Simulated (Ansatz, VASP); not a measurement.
**GeSb2Te4 in VASP and in Ansatz**

Contents of INCAR:

```
SYSTEM = GeSb2Te4
PREC     = Accurate       ! precision mode
ENCUT    = 520            ! plane-wave cutoff, eV
EDIFF    = 1E-6           ! SCF threshold, eV
ISMEAR   = 0              ! smearing method
SIGMA    = 0.03           ! smearing width, eV
LREAL    = .FALSE.        ! projectors in reciprocal space
LASPH    = .TRUE.         ! aspherical terms in the spheres
NELM     = 60             ! most SCF steps
ALGO     = Normal         ! electronic algorithm
ISIF     = 2              ! what is computed and relaxed
LWAVE    = .FALSE.        ! write WAVECAR
LCHARG   = .FALSE.        ! write CHGCAR
GGA      = PE             ! functional
NBANDS   = 33             ! bands
```

KPOINTS

```
Automatic mesh
0
G
  9 9 3
  0 0 0
```

The input POSCAR:

```
GeSb2Te4
1.0
   -4.2977010893      0.0000000000      0.0000000000
   -2.1488505447     -3.7219183212      0.0000000000
    1.0742103873      0.6201956562     14.1302728042
Ge Sb Te
1 2 4
Direct
    0.5366993850      0.5366993850      0.2073377777
    0.2973500148      0.2973500148      0.7713543595
    0.9165783592      0.9165783592      0.4866674886
    0.8534145152      0.8534145152      0.1076086130
   -0.0158138088     -0.0158138088      0.8923956264
    0.6065270987      0.6065270987      0.6263878696
    0.2293204410      0.2293204410      0.3630952651
```

Input for Ansatz:

```yaml
crystal:
  lattice:
    - [-4.2977010893, 0.0, 0.0]
    - [-2.1488505447, -3.7219183212, 0.0]
    - [1.0742103873, 0.6201956562, 14.1302728042]
  atoms:
    - { symbol: Ge, position: [0.536699385, 0.536699385, 0.2073377777] }
    - { symbol: Sb, position: [0.2973500148, 0.2973500148, 0.7713543595] }
    - { symbol: Sb, position: [0.9165783592, 0.9165783592, 0.4866674886] }
    - { symbol: Te, position: [0.8534145152, 0.8534145152, 0.107608613] }
    - { symbol: Te, position: [-0.0158138088, -0.0158138088, 0.8923956264] }
    - { symbol: Te, position: [0.6065270987, 0.6065270987, 0.6263878696] }
    - { symbol: Te, position: [0.229320441, 0.229320441, 0.3630952651] }
basis:
  ecutwfc: 420
kpoints:
  mp_grid: { grid: [9, 9, 3] }
hamiltonian:
  xc: pbe
scf:
  occupations: { method: gaussian, width: 0.03 }
output:
  forces: true
  stress: true
  eigenvalues: true
```

Alike in both runs: task single point; functional PBE; k mesh 9 × 9 × 3; occupations gaussian, width 0.03 eV; no spin polarisation.

|  | VASP | Ansatz |
| --- | --- | --- |
| version | VASP 6.6.1 | Ansatz 0.2.0 |
| potentials or method | VASP PAW PBE potentials, release 64 (Ge_d, Sb, Te), cutoff 520 eV | scalar-relativistic, plane waves, PAW |
| valence electrons in the cell | 48 | 108 |

|  | VASP | Ansatz | Ansatz less VASP |
| --- | --- | --- | --- |
| gap on the k mesh at the Fermi level (eV) | 0.18 | 0.18 | +0.005 |
| least direct gap on the mesh (eV) | 0.30 | 0.30 | +0.002 |
| pressure (GPa) | 0.6 | 0.6 | +0.01 |
| traceless stress, the component that is largest in VASP (GPa) | 0.82 | 0.83 | +0.006 |
| rms of the force components (eV/Å) | 0.125 | 0.127 | +0.0022 |

Atom by atom the forces differ by 0.010 eV/Å (rms over components). VASP's potentials hold 48 valence electrons a cell and Ansatz's 108, so a difference there can come from the potentials and not from the codes.

Neither program's run includes spin-orbit coupling.
